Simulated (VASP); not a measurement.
# NbPdSe4 (P4/mmm) in VASP: further runs

The runs below take NbPdSe4 through single point, relaxation of cell and atoms, with PBE.

Program: VASP 6.6.1. These are calculated values, not measurements. Logs are shortened: lines on timing, memory, paths and dates and some standing lists are left out, and cuts for length are marked.

### 1 The cell of the first run

Symmetry: P4/mmm, No. 123, tetragonal system. Conventional cell: a = 3.254 Å, b = 3.254 Å, c = 12.261 Å, α = 90.00°, β = 90.00°, γ = 90.00°. Nb (site symmetry 4/mmm) has 8 Se at 2.84 Å and 4 Nb at 3.25 Å within 3.7 Å. Pd (site symmetry 4/mmm) has 8 Se at 2.84 Å and 4 Pd at 3.25 Å within 3.7 Å. Within 3.7 Å of Se (site symmetry 4mm) lie 6 Se at 2.81 to 3.32 Å and 4 Nb at 2.84 Å. Se (site symmetry 4mm) has 6 Se at 2.81 to 3.33 Å and 4 Pd at 2.84 Å within 3.7 Å.

The cell was generated, and may not be a known phase.

### 2 Single point, PBE

File INCAR:

```
SYSTEM = NbPdSe4
PREC = Accurate
ENCUT = 520
EDIFF = 1E-7
ISMEAR = 0
SIGMA = 0.1
LREAL = .FALSE.
LASPH = .TRUE.
NELM = 100
ALGO = Normal
ISIF = 2
LWAVE = .FALSE.
LCHARG = .FALSE.
GGA = PE
NBANDS = 32
```

File KPOINTS:

```
Automatic mesh
0
G
  6 6 2
  0 0 0
```

File POSCAR:

```
NbPdSe4
1.0
    3.2538270300      0.0000000000      0.0000000000
    0.0000000000      3.2538270300      0.0000000000
    0.0000000000      0.0000000000     12.2614334100
Nb Pd Se
1 1 4
Direct
    0.0000000000      0.0000000000      0.5000000000
    0.0000000000      0.0000000000      0.0000000000
    0.5000000000      0.5000000000      0.3645260000
    0.5000000000      0.5000000000      0.8643389900
    0.5000000000      0.5000000000      0.1356610100
    0.5000000000      0.5000000000      0.6354740000
```

Potentials or basis: VASP PAW PBE potentials, release 64 (Nb_sv, Pd, Se).

The run is started by

```
$ cat potpaw_PBE.64/Nb_sv/POTCAR potpaw_PBE.64/Pd/POTCAR potpaw_PBE.64/Se/POTCAR > POTCAR
$ mpirun -np 1 vasp_std > vasp.out
```

OUTCAR:

```text
SYSTEM = NbPdSe4
   PREC = Accurate
   ENCUT = 520
   EDIFF = 1E-7
   ISMEAR = 0
   LREAL = .FALSE.
   LASPH = .TRUE.
   NELM = 100
   ISIF = 2
   GGA = PE

 ion  position               nearest neighbor table
   1  0.000  0.000  0.500-   3 2.84   6 2.84   3 2.84   6 2.84   3 2.84   6 2.84   3 2.84   6 2.84

   2  0.000  0.000  0.000-   4 2.84   5 2.84   4 2.84   5 2.84   4 2.84   5 2.84   4 2.84   5 2.84

   3  0.500  0.500  0.365-   1 2.84   1 2.84   1 2.84   1 2.84
   4  0.500  0.500  0.864-   2 2.84   2 2.84   2 2.84   2 2.84
   5  0.500  0.500  0.136-   2 2.84   2 2.84   2 2.84   2 2.84
   6  0.500  0.500  0.635-   1 2.84   1 2.84   1 2.84   1 2.84

  LATTYP: Found a simple tetragonal cell.
 ALAT       =     3.2538270300
 C/A-ratio  =     3.7683113752

  Lattice vectors:

 A1 = (   3.2538270300,   0.0000000000,   0.0000000000)
 A2 = (   0.0000000000,   3.2538270300,   0.0000000000)
 A3 = (   0.0000000000,   0.0000000000,  12.2614334100)

Analysis of symmetry for initial positions (statically):
=====================================================================
 Subroutine PRICEL returns:
 Original cell was already a primitive cell.

 Routine SETGRP: Setting up the symmetry group for a
 simple tetragonal supercell.

 Subroutine GETGRP returns: Found 16 space group operations
 (whereof 16 operations were pure point group operations)
 out of a pool of 16 trial point group operations.

The static configuration has the point symmetry D_4h.

Analysis of symmetry for dynamics (positions and initial velocities):
=====================================================================
 Subroutine PRICEL returns:
 Original cell was already a primitive cell.

 Routine SETGRP: Setting up the symmetry group for a
 simple tetragonal supercell.

 Subroutine GETGRP returns: Found 16 space group operations
 (whereof 16 operations were pure point group operations)
 out of a pool of 16 trial point group operations.

The dynamic configuration has the point symmetry D_4h.

 Subroutine INISYM returns: Found 16 space group operations
 (whereof 16 operations are pure point group operations),
 and found     1 'primitive' translations

----------------------------------------------------------------------------------------

                                     Primitive cell

  volume of cell :     129.8166

  direct lattice vectors                    reciprocal lattice vectors
     3.253827030  0.000000000  0.000000000     0.307330411  0.000000000  0.000000000
     0.000000000  3.253827030  0.000000000     0.000000000  0.307330411  0.000000000
     0.000000000  0.000000000 12.261433410     0.000000000  0.000000000  0.081556533

  length of vectors
     3.253827030  3.253827030 12.261433410     0.307330411  0.307330411  0.081556533

  position of ions in fractional coordinates (direct lattice)
     0.000000000  0.000000000  0.500000000
     0.000000000  0.000000000  0.000000000
     0.500000000  0.500000000  0.364526000
     0.500000000  0.500000000  0.864338990
     0.500000000  0.500000000  0.135661010
     0.500000000  0.500000000  0.635474000

  ion indices of the primitive-cell ions
   primitive index   ion index
                 1           1
                 2           2
                 3           3
                 4           4
                 5           5
                 6           6

----------------------------------------------------------------------------------------

 KPOINTS: Automatic mesh

Automatic generation of k-mesh.
 Grid dimensions read from file:
 generate k-points for:    6    6    2

 Generating k-lattice:

  Cartesian coordinates                     Fractional coordinates (reciprocal lattice)
     0.051221735  0.000000000  0.000000000     0.166666667  0.000000000  0.000000000
     0.000000000  0.051221735  0.000000000     0.000000000  0.166666667  0.000000000
     0.000000000  0.000000000  0.040778267     0.000000000  0.000000000  0.500000000

  Length of vectors
     0.051221735  0.051221735  0.040778267

  Shift w.r.t. Gamma in fractional coordinates (k-lattice)
     0.000000000  0.000000000  0.000000000

 Subroutine IBZKPT returns following result:
 ===========================================

 Found     20 irreducible k-points:

 Following reciprocal coordinates:
            Coordinates               Weight
  0.000000  0.000000  0.000000      1.000000
  0.166667  0.000000  0.000000      4.000000
  0.333333  0.000000  0.000000      4.000000
  0.500000  0.000000  0.000000      2.000000
  0.166667  0.166667  0.000000      4.000000
  0.333333  0.166667  0.000000      8.000000
[... 12 lines left out ...]
  0.500000  0.333333  0.500000      4.000000
  0.500000  0.500000  0.500000      1.000000
   k-points           NKPTS =     20   k-points in BZ     NKDIM =     20   number of bands    NBANDS=     32
   number of dos      NEDOS =    301   number of ions     NIONS =      6
   total plane-waves  NPLWV =  55296
   dimension x,y,z NGX =    24 NGY =   24 NGZ =   96
   dimension x,y,z NGXF=    48 NGYF=   48 NGZF=  192
   ions per type =               1   1   4
   NGX,Y,Z   is equivalent  to a cutoff of  12.26, 12.26, 13.02 a.u.
   NGXF,Y,Z  is equivalent  to a cutoff of  24.52, 24.52, 26.03 a.u.
 SYSTEM =  NbPdSe4
   PREC   = accura    normal or accurate (medium, high low for compatibility)
   ISTART =      0    job   : 0-new  1-cont  2-samecut
   ICHARG =      2    charge: 1-file 2-atom 10-const
   ISPIN  =      1    spin polarized calculation?
   LNONCOLLINEAR =      F non collinear calculations
   LSORBIT =      F    spin-orbit coupling
   LASPH  =      T    aspherical Exc in radial PAW
   ENCUT  =  520.0 eV  38.22 Ry    6.18 a.u.   6.05  6.05 22.80*2*pi/ulx,y,z
   NELM   =    100;   NELMIN=  2; NELMDL= -5     # of ELM steps
   EDIFF  = 0.1E-06   stopping-criterion for ELM
   LREAL  =      F    real-space projection
   EDIFFG = 0.1E-05   stopping-criterion for IOM
   NSW    =      0    number of steps for IOM
   IBRION =     -1    ionic relax: 0-MD 1-quasi-New 2-CG
   NFREE  =      0    steps in history (QN), initial steepest desc. (CG)
   ISIF   =      2    stress and relaxation
   ISYM   =      2    0-nonsym 1-usesym 2-fastsym
   POTIM  = 0.5000    time-step for ionic-motion
   TEBEG  =    0.0;   TEEND  =   0.0 temperature during run
   PSTRESS=    0.0 pullay stress
   NELECT =      47.0000    total number of electrons
   NUPDOWN=      -1.0000    fix difference up-down
   EMIN   =  10.00;   EMAX   =-10.00  energy-range for DOS
   EFERMI =   0.00;   METHOD = LEGACY
   ISMEAR =     0;   SIGMA  =   0.10  broadening in eV -4-tet -1-fermi 0-gaus
   EFERMI_NEDOS =   21; number of points for ismear=-14 and -15
   IALGO  =     38    algorithm
   IMIX   =      4    mixing-type and parameters
     AMIX     =   0.40;   BMIX     =  1.00
     AMIX_MAG =   1.60;   BMIX_MAG =  1.00
  volume/ion in A,a.u.               =      21.64       146.01
  Fermi-wavevector in a.u.,A,eV,Ry     =   1.166803  2.204937 18.523357  1.361428
  Thomas-Fermi vector in A             =   2.303311
   LORBIT       =      0    0 simple, 1 ext, 2 COOP (PROOUT), +10 PAW based schemes
   GGA     = PE    functional components
   LHFCALC =     F    Hartree Fock is set to
   AEXX    =    0.0000 exact exchange contribution
   IVDW    =     0    specifies the selected vdW correction
   LEPSILON=     F    determine dielectric tensor
   LRPA    =     F    only Hartree local field effects (RPA)
 non-spin polarized calculation
 Gauss-broadening in eV      SIGMA  =   0.10
  energy-cutoff  :      520.00
  volume of cell :      129.82
 maximum number of plane-waves:      3536
   NGX = 13   NGY = 13   NGZ = 45

 number of electron      46.9999999 magnetization

 Free energy of the ion-electron system (eV)
  ---------------------------------------------------
  ext. energy  EPLUGINS =         0.00000000
  ---------------------------------------------------
  free energy    TOTEN  =       -30.50805256 eV

  energy without entropy =      -30.48425753  energy(sigma->0) =      -30.49615505

 E-fermi :   5.8009     XC(G=0): -10.3856

 val. band max:        5.7518480174   @ k =   0.3333   0.1667   0.0000
 cond. band min:       5.8521477422   @ k =   0.5000   0.3333   0.0000
 fundamental gap:      0.1002997247
 Fermi energy:         5.8008877445

 k-point     1 :       0.0000    0.0000    0.0000
  band No.  band energies     occupation
      1     -49.8331      2.00000
      2     -25.9458      2.00000
      3     -25.6881      2.00000
      4     -25.6881      2.00000
      5      -9.0002      2.00000
      6      -8.3883      2.00000
[... 24 lines left out ...]
     31       9.6449      0.00000
     32      11.1281      0.00000

 k-point     2 :       0.1667    0.0000    0.0000
  band No.  band energies     occupation
      1     -49.8275      2.00000
      2     -25.9356      2.00000
      3     -25.7636      2.00000
      4     -25.6813      2.00000
      5      -8.7561      2.00000
      6      -8.2220      2.00000
[... 24 lines left out ...]
     31      10.5110      0.00000
     32      11.9571      0.00000

 k-point     3 :       0.3333    0.0000    0.0000
  band No.  band energies     occupation
      1     -49.8163      2.00000
      2     -25.9151      2.00000
      3     -25.9117      2.00000
      4     -25.6676      2.00000
      5      -8.1867      2.00000
      6      -7.8486      2.00000
[... 24 lines left out ...]
     31       9.7049      0.00000
     32      11.7136      0.00000

 k-point     4 :       0.5000    0.0000    0.0000
  band No.  band energies     occupation
      1     -49.8106      2.00000
      2     -25.9844      2.00000
      3     -25.9048      2.00000
      4     -25.6607      2.00000
      5      -7.8404      2.00000
      6      -7.6352      2.00000
[... 514 lines left out ...]
     31       9.9143      0.00000
     32      10.9367      0.00000

 k-point    19 :       0.5000    0.3333    0.5000
  band No.  band energies     occupation
      1     -49.7943      2.00000
      2     -25.9487      2.00000
      3     -25.8797      2.00000
      4     -25.8689      2.00000
      5      -7.2420      2.00000
      6      -7.1547      2.00000
[... 24 lines left out ...]
     31       9.1267      0.00000
     32      10.4948      0.00000

 k-point    20 :       0.5000    0.5000    0.5000
  band No.  band energies     occupation
      1     -49.7889      2.00000
      2     -25.9367      2.00000
      3     -25.9367      2.00000
      4     -25.8713      2.00000
      5      -7.0607      2.00000
      6      -6.9072      2.00000
[... 24 lines left out ...]
     31       9.6592      0.00000
     32       9.9185      0.00000

------------------------ aborting loop because EDIFF is reached ----------------------------------------

  FORCE on cell =-STRESS in cart. coord.  units (eV):
  Direction    XX          YY          ZZ          XY          YZ          ZX
  --------------------------------------------------------------------------------------
  -------------------------------------------------------------------------------------
  Total       -4.1051438     -4.1051438     -4.3012936      0.0000000      0.0000000     -0.0000000
  in kB      -50.6650860    -50.6650860    -53.0859386      0.0000000      0.0000000     -0.0000000
  external PRESSURE =     -51.4720369 kB  Pullay stress =       0.0000000 kB

 VOLUME and BASIS-vectors are now :
 -----------------------------------------------------------------------------
  energy-cutoff  :      520.00
  volume of cell :      129.82
      direct lattice vectors                 reciprocal lattice vectors
     3.253827030  0.000000000  0.000000000     0.307330411  0.000000000  0.000000000
     0.000000000  3.253827030  0.000000000     0.000000000  0.307330411  0.000000000
     0.000000000  0.000000000 12.261433410     0.000000000  0.000000000  0.081556533

 POSITION                                       TOTAL-FORCE (eV/Angst)
 -----------------------------------------------------------------------------------
      0.00000      0.00000      6.13072         0.000000     -0.000000      0.000000
      0.00000      0.00000      0.00000         0.000000     -0.000000      0.000000
      1.62691      1.62691      4.46961         0.000000     -0.000000      1.584917
      1.62691      1.62691     10.59803         0.000000      0.000000      0.845294
      1.62691      1.62691      1.66340        -0.000000      0.000000     -0.845294
      1.62691      1.62691      7.79182         0.000000     -0.000000     -1.584917
 -----------------------------------------------------------------------------------
    total drift:                                0.000000     -0.000000      0.000000

  FREE ENERGIE OF THE ION-ELECTRON SYSTEM (eV)
  ---------------------------------------------------
  free  energy   TOTEN  =       -30.5080525610 eV

  energy  without entropy=      -30.4842575311  energy(sigma->0) =      -30.49615505
```

It took 46 s on 1 thread of Intel Xeon 6975P-C (Granite Rapids), shared host; peak memory 0.27 GiB.

What came out:

```yaml
Free_energy: -30.5081 eV
Pressure: -5.1 GPa
Largest_force: 1.585 eV/Å
Band_gap_on_the_k_mesh: zero (an odd number of electrons rules out a gap without spin polarisation)
```

Forces on the atoms (eV/Å):
```
Nb   0.000  0.000  0.000
Pd   0.000  0.000  0.000
Se   0.000  0.000  1.585
Se   0.000  0.000  0.845
Se   0.000  0.000 -0.845
Se   0.000  0.000 -1.585
```

Levels at points of the mesh, in eV from the Fermi level:
```tsv
k point	band 20	band 21	band 22	band 23	band 24	band 25	band 26	band 27
(0.00, 0.00, 0.00)	-0.71	-0.71	-0.05	-0.05	0.33	0.50	1.25	1.25
(0.50, 0.00, 0.00)	-1.87	-1.47	-1.17	0.32	0.78	0.78	1.07	1.47
(0.50, 0.50, 0.00)	-2.18	-1.27	-0.43	-0.43	-0.16	0.55	1.82	2.44
(0.00, 0.00, 0.50)	-0.72	-0.53	-0.53	-0.27	-0.27	0.77	1.34	1.34
(0.50, 0.00, 0.50)	-1.39	-1.36	-1.21	0.44	0.78	0.80	0.87	1.63
(0.50, 0.50, 0.50)	-1.27	-1.08	-0.36	-0.36	-0.17	-0.11	1.70	2.20
```

Caveat: the cell stands under tension; forces of over 1 eV/Å act on the atoms, so gaps and moduli don't describe the material at rest.

[end of part 1 of 2]

The gap in the log of VASP goes by the Fermi energy; the results here count the filled bands.